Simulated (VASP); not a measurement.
# SiC (alt) (F-43m) in VASP: a series of runs, part 2 of 2

VASP 6.6.1. Earlier steps stand in the parts before.

### Step 4. Relaxation of cell and atoms, PBE

INCAR reads:

```
ALGO = Normal ; EDIFF = 1E-7
EDIFFG = -0.002 ; ENCUT = 600
GGA = PE ; GGA_COMPAT = F
IBRION = 2 ; ISIF = 3
ISMEAR = 0 ; LASPH = T
LCHARG = F ; LREAL = F
LWAVE = F ; NELM = 120
NELMIN = 4 ; NSW = 100
PREC = Accurate ; SIGMA = 0.02
```

KPOINTS reads:

```
k-points
0
Gamma
  10 10 10
```

POSCAR reads:

```
SiC
1.0
    0.0000000000      2.1906727624      2.1906727624
    2.1906727624      0.0000000000      2.1906727624
    2.1906727624      2.1906727624      0.0000000000
C Si
1 1
Direct
    0.7500000000      0.7500000000      0.7500000000
    0.5000000000      0.5000000000      0.5000000000
```

Potentials or basis: VASP PAW PBE potentials, release 64 (C, Si).

On the command line:

```
$ cat potpaw_PBE.64/C/POTCAR potpaw_PBE.64/Si/POTCAR > POTCAR
$ mpirun -np 1 vasp_std > vasp.out
```

OUTCAR:

```text
EDIFF = 1E-7
   EDIFFG = -0.002
   ENCUT = 600
   GGA = PE
   IBRION = 2
   ISIF = 3
   ISMEAR = 0
   LASPH = T
   LREAL = F
   NELM = 120
   NELMIN = 4
   NSW = 100
   PREC = Accurate

 ion  position               nearest neighbor table
   1  0.750  0.750  0.750-   2 1.90   2 1.90   2 1.90   2 1.90
   2  0.500  0.500  0.500-   1 1.90   1 1.90   1 1.90   1 1.90

  LATTYP: Found a face centered cubic cell.
 ALAT       =     4.3813455248

  Lattice vectors:

 A1 = (   0.0000000000,   2.1906727624,   2.1906727624)
 A2 = (   2.1906727624,   0.0000000000,   2.1906727624)
 A3 = (   2.1906727624,   2.1906727624,   0.0000000000)

Analysis of symmetry for initial positions (statically):
=====================================================================
 Subroutine PRICEL returns:
 Original cell was already a primitive cell.

 Routine SETGRP: Setting up the symmetry group for a
 face centered cubic supercell.

 Subroutine GETGRP returns: Found 24 space group operations
 (whereof 24 operations were pure point group operations)
 out of a pool of 48 trial point group operations.

The static configuration has the point symmetry T_d .

Analysis of symmetry for dynamics (positions and initial velocities):
=====================================================================
 Subroutine PRICEL returns:
 Original cell was already a primitive cell.

 Routine SETGRP: Setting up the symmetry group for a
 face centered cubic supercell.

 Subroutine GETGRP returns: Found 24 space group operations
 (whereof 24 operations were pure point group operations)
 out of a pool of 48 trial point group operations.

The dynamic configuration has the point symmetry T_d .

 Subroutine INISYM returns: Found 24 space group operations
 (whereof 24 operations are pure point group operations),
 and found     1 'primitive' translations

----------------------------------------------------------------------------------------

                                     Primitive cell

  volume of cell :      21.0263

  direct lattice vectors                    reciprocal lattice vectors
     0.000000000  2.190672762  2.190672762    -0.228240387  0.228240387  0.228240387
     2.190672762  0.000000000  2.190672762     0.228240387 -0.228240387  0.228240387
     2.190672762  2.190672762  0.000000000     0.228240387  0.228240387 -0.228240387

  length of vectors
     3.098079131  3.098079131  3.098079131     0.395323947  0.395323947  0.395323947

  position of ions in fractional coordinates (direct lattice)
     0.750000000  0.750000000  0.750000000
     0.500000000  0.500000000  0.500000000

  ion indices of the primitive-cell ions
   primitive index   ion index
                 1           1
                 2           2

----------------------------------------------------------------------------------------

 KPOINTS: k-points

Automatic generation of k-mesh.
 Grid dimensions read from file:
 generate k-points for:   10   10   10

 Generating k-lattice:

  Cartesian coordinates                     Fractional coordinates (reciprocal lattice)
    -0.022824039  0.022824039  0.022824039     0.100000000  0.000000000  0.000000000
     0.022824039 -0.022824039  0.022824039     0.000000000  0.100000000  0.000000000
[... 41 lines left out ...]
   number of dos      NEDOS =    301   number of ions     NIONS =      2
   total plane-waves  NPLWV =  21952
   dimension x,y,z NGX =    28 NGY =   28 NGZ =   28
   dimension x,y,z NGXF=    56 NGYF=   56 NGZF=   56
   ions per type =               1   1
   NGX,Y,Z   is equivalent  to a cutoff of  15.03, 15.03, 15.03 a.u.
   NGXF,Y,Z  is equivalent  to a cutoff of  30.05, 30.05, 30.05 a.u.
 SYSTEM =  unknown system
   PREC   = accura    normal or accurate (medium, high low for compatibility)
   ISTART =      0    job   : 0-new  1-cont  2-samecut
   ICHARG =      2    charge: 1-file 2-atom 10-const
   ISPIN  =      1    spin polarized calculation?
   LNONCOLLINEAR =      F non collinear calculations
   LSORBIT =      F    spin-orbit coupling
   LASPH  =      T    aspherical Exc in radial PAW
   ENCUT  =  600.0 eV  44.10 Ry    6.64 a.u.   6.19  6.19  6.19*2*pi/ulx,y,z
   NELM   =    120;   NELMIN=  4; NELMDL= -5     # of ELM steps
   EDIFF  = 0.1E-06   stopping-criterion for ELM
   LREAL  =      F    real-space projection
   EDIFFG = -.2E-02   stopping-criterion for IOM
   NSW    =    100    number of steps for IOM
   IBRION =      2    ionic relax: 0-MD 1-quasi-New 2-CG
   NFREE  =      1    steps in history (QN), initial steepest desc. (CG)
   ISIF   =      3    stress and relaxation
   ISYM   =      2    0-nonsym 1-usesym 2-fastsym
   POTIM  = 0.5000    time-step for ionic-motion
   TEBEG  =    0.0;   TEEND  =   0.0 temperature during run
   PSTRESS=    0.0 pullay stress
   NELECT =       8.0000    total number of electrons
   NUPDOWN=      -1.0000    fix difference up-down
   EMIN   =  10.00;   EMAX   =-10.00  energy-range for DOS
   EFERMI =   0.00;   METHOD = LEGACY
   ISMEAR =     0;   SIGMA  =   0.02  broadening in eV -4-tet -1-fermi 0-gaus
   EFERMI_NEDOS =   21; number of points for ismear=-14 and -15
   IALGO  =     38    algorithm
   IMIX   =      4    mixing-type and parameters
     AMIX     =   0.40;   BMIX     =  1.00
     AMIX_MAG =   1.60;   BMIX_MAG =  1.00
  volume/ion in A,a.u.               =      10.51        70.95
  Fermi-wavevector in a.u.,A,eV,Ry     =   1.186271  2.241728 19.146654  1.407239
  Thomas-Fermi vector in A             =   2.322447
   LORBIT       =      0    0 simple, 1 ext, 2 COOP (PROOUT), +10 PAW based schemes
   GGA     = PE    functional components
   LHFCALC =     F    Hartree Fock is set to
   AEXX    =    0.0000 exact exchange contribution
   IVDW    =     0    specifies the selected vdW correction
   LEPSILON=     F    determine dielectric tensor
   LRPA    =     F    only Hartree local field effects (RPA)
 conjugate gradient relaxation of ions
 non-spin polarized calculation
 Gauss-broadening in eV      SIGMA  =   0.02
  energy-cutoff  :      600.00
  volume of cell :       21.03
 maximum number of plane-waves:       725
 NGX is ok and might be reduce to    28
   NGX = 13   NGY = 13   NGZ = 13

--------------------------------------- Ionic step        1  -------------------------------------------

 number of electron       8.0000000 magnetization

 Free energy of the ion-electron system (eV)
  ---------------------------------------------------
  ext. energy  EPLUGINS =         0.00000000
  ---------------------------------------------------
  free energy    TOTEN  =       -15.06217351 eV

  energy without entropy =      -15.06217351  energy(sigma->0) =      -15.06217351

------------------------ aborting loop because EDIFF is reached ----------------------------------------

  FORCE on cell =-STRESS in cart. coord.  units (eV):
  Direction    XX          YY          ZZ          XY          YZ          ZX
  --------------------------------------------------------------------------------------
  -------------------------------------------------------------------------------------
  Total       -0.0549664     -0.0549664     -0.0549664      0.0000000      0.0000000      0.0000000
  in kB       -4.1883739     -4.1883739     -4.1883739      0.0000000      0.0000000      0.0000000
  external PRESSURE =      -4.1883739 kB  Pullay stress =       0.0000000 kB
[... 59 lines left out ...]
--------------------------------------- Ionic step        3  -------------------------------------------

 number of electron       8.0000000 magnetization

 Free energy of the ion-electron system (eV)
  ---------------------------------------------------
  ext. energy  EPLUGINS =         0.00000000
  ---------------------------------------------------
  free energy    TOTEN  =       -15.06222982 eV

  energy without entropy =      -15.06222982  energy(sigma->0) =      -15.06222982

 E-fermi :   8.1076     XC(G=0): -11.2951

 val. band max:        7.9499287431   @ k =   0.0000   0.0000   0.0000
 cond. band min:       9.3202530939   @ k =   0.5000   0.5000   0.0000
 fundamental gap:      1.3703243508
 Fermi energy:         8.1075993313

 k-point     1 :       0.0000    0.0000    0.0000
  band No.  band energies     occupation
      1      -7.3437      2.00000
      2       7.9499      2.00000
      3       7.9499      2.00000
      4       7.9499      2.00000
      5      14.0196      0.00000
      6      15.1614      0.00000
      7      15.1614      0.00000
      8      15.1614      0.00000
[... 243 lines left out ...]
 k-point    24 :       0.4000    0.3000    0.0000
  band No.  band energies     occupation
      1      -4.2397      2.00000
      2       2.3856      2.00000
      3       4.8270      2.00000
      4       5.3475      2.00000
      5      10.8096      0.00000
      6      13.5170      0.00000
      7      19.4222      0.00000
      8      19.7498      0.00000

 [... further k-points ...]
[... 5 lines left out ...]
  --------------------------------------------------------------------------------------
  -------------------------------------------------------------------------------------
  Total        0.0012627      0.0012627      0.0012627      0.0000000      0.0000000      0.0000000
  in kB        0.0964123      0.0964123      0.0964123      0.0000000      0.0000000      0.0000000
  external PRESSURE =       0.0964123 kB  Pullay stress =       0.0000000 kB
[... 17 lines left out ...]
  FREE ENERGIE OF THE ION-ELECTRON SYSTEM (eV)
  ---------------------------------------------------
  free  energy   TOTEN  =       -15.0622298247 eV

  energy  without entropy=      -15.0622298247  energy(sigma->0) =      -15.06222982

 reached required accuracy - stopping structural energy minimisation
```

Run time: 27 s. Hardware: 1 thread of Intel Xeon Platinum 8375C at 2.90GHz (Ice Lake), shared host; peak memory 0.15 GiB.

Results:

```
Free energy                            : -15.0622 eV
Relaxed volume                         : 10.49 Å³/atom
Relaxed cell                           : a = 3.096 Å, b = 3.096 Å, c = 3.096 Å, α = 60.00°, β = 60.00°, γ = 60.00°
Space group after relaxing (to 0.05 Å) : F-43m (No. 216)
Energy gained by relaxing              : 0.0 meV/atom
Ionic steps                            : 3
Pressure after relaxing                : 0.0 GPa
Band gap on the k mesh                 : 1.37 eV, indirect (least direct gap 4.53 eV)
```

Final structure:
```xyz
2
Lattice="0.0000 2.1892 2.1892 2.1892 0.0000 2.1892 2.1892 2.1892 0.0000" Properties=species:S:1:pos:R:3 pbc="T T T"
C     3.2838    3.2838    3.2838
Si    2.1892    2.1892    2.1892
```

A k mesh can miss the band edges.

### Step 5. The runs side by side

```csv
task,cell,k mesh,smearing,gap on the mesh (eV),pressure (GPa),relaxed volume (Å³/atom)
single point,"a = 3.097 Å, angles 60.0°, 2 atoms",10 × 10 × 10,gaussian 0.02 eV,1.37,-0.2,-
relaxation of cell and atoms,"relaxed from a = 3.186 Å, angles 60.0°, 2 atoms",8 × 8 × 8,gaussian 0.1 eV,1.37,-0.2,10.50
relaxation of cell and atoms,"relaxed from a = 3.098 Å, angles 60.0°, 2 atoms",10 × 10 × 10,gaussian 0.02 eV,1.37,0.0,10.49
```

Alike in all rows: level PBE; potentials or basis VASP PAW PBE potentials, release 64 (C, Si); no spin polarisation; cutoff (eV) 600.

Total energies depend on the potentials used, so only differences within one code and one set of settings carry meaning.
